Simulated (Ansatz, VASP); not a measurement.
CdSe: VASP beside Ansatz

Contents of INCAR:

```
PREC = Accurate
ENCUT = 600
EDIFF = 1E-6
ISMEAR = 0
SIGMA = 0.02
LREAL = False
LASPH = True
NELM = 100
ALGO = Normal
ISIF = 3
LWAVE = False
LCHARG = False
GGA = PE
IVDW = 12
IBRION = 2
NSW = 70
EDIFFG = -0.005
```

File KPOINTS:

```
regular mesh
0
Gamma
  12 12 6
```

The input POSCAR:

```
CdSe
1.0
    4.3833795273      0.0000000000      0.0000000000
   -2.1916897636      3.7961180251      0.0000000000
    0.0000000000      0.0000000000      7.1535456852
Cd Se
2 2
Direct
    0.3333333333      0.6666666667      0.0045810803
    0.6666666667      0.3333333333      0.5045810803
    0.3333333333      0.6666666667      0.3804189197
    0.6666666667      0.3333333333      0.8804189197
```

Input for Ansatz:

```yaml
crystal:
  lattice:
    - [4.3833795273, 0.0, 0.0]
    - [-2.1916897636, 3.7961180251, 0.0]
    - [0.0, 0.0, 7.1535456852]
  atoms:
    - { symbol: Cd, position: [0.3333333333, 0.6666666667, 0.0045810803] }
    - { symbol: Cd, position: [0.6666666667, 0.3333333333, 0.5045810803] }
    - { symbol: Se, position: [0.3333333333, 0.6666666667, 0.3804189197] }
    - { symbol: Se, position: [0.6666666667, 0.3333333333, 0.8804189197] }
basis:
  ecutwfc: 420
kpoints:
  mp_grid: { grid: [12, 12, 6] }
hamiltonian:
  xc: pbe
  dispersion: d3bj
scf:
  occupations: { method: gaussian, width: 0.02 }
output:
  forces: true
  stress: true
  eigenvalues: true
relax:
  adjacent_minimum: "off"
  f_tol: 0.005
  max_steps: 50
  cell: { stress_tol: 0.05 }
```

Alike in both runs: task relaxation of cell and atoms; functional PBE; dispersion D3(BJ); k mesh 12 × 12 × 6; occupations gaussian, width 0.02 eV; no spin polarisation.

|  | VASP | Ansatz |
| --- | --- | --- |
| version | VASP 6.6.1 | Ansatz 0.2.0 |
| potentials or method | VASP PAW PBE potentials, release 64 (Cd, Se), cutoff 600 eV | scalar-relativistic, plane waves, PAW |
| valence electrons in the cell | 36 | 72 |

Ansatz gave:

```
gap on the k mesh at the Fermi level, each at its own relaxed structure (eV) : 0.63
relaxed volume (Å³/atom)                                                     : 28.56
relaxed length of the cell vector where the two differ most in proportion (Å)              : 4.321
```

Problem. Which values does VASP return?

Solution. gap on the k mesh at the Fermi level, each at its own relaxed structure (eV): 0.62; relaxed volume (Å³/atom): 28.70; relaxed length of the cell vector where the two differ most in proportion (Å): 4.329.

VASP's potentials hold 36 valence electrons a cell and Ansatz's 72, so a difference there can come from the potentials and not from the codes.
